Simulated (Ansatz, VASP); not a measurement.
# HfTe4: VASP beside Ansatz

```
CELL_PARAMETERS angstrom
5.63335 0.00000 0.00000
0.00000 5.63335 0.00000
0.00000 0.00000 5.63335
ATOMIC_POSITIONS crystal
Hf 0.00000 0.00000 0.00000
Te 0.50000 0.50000 0.50000
Te 0.00000 0.50000 0.50000
Te 0.50000 0.00000 0.50000
Te 0.50000 0.50000 0.00000
```

Change from the starting cell: species swapped into the Mn4N type (Pm-3m, No. 221).

Alike in both runs: functional PBE; k mesh 8 × 8 × 8; occupations gaussian, width 0.1 eV; no spin polarisation.

Ansatz relaxed the structure, and its values are those at the end. VASP's run is a single point on that final structure, the one shown.

```csv
,VASP,Ansatz
version,VASP 6.6.1,Ansatz 0.2.0
potentials or method,"VASP PAW PBE potentials, release 64 (Hf_pv, Te), cutoff 500 eV","scalar-relativistic, plane waves, PAW"
valence electrons in the cell,34,90
```

|  | VASP | Ansatz | Ansatz less VASP |
| --- | --- | --- | --- |
| gap on the k mesh at the Fermi level (eV) | none | none | - |
| pressure (GPa) | 0.0 | 0.0 | +0.02 |

A gap of «none» marks a metal or a gap that the smearing closes. The functional is the same, so the differences come from potentials, cutoffs and numerics. VASP's potentials hold 34 valence electrons a cell and Ansatz's 90, so a difference there can come from the potentials and not from the codes.

Neither program's run includes spin-orbit coupling.
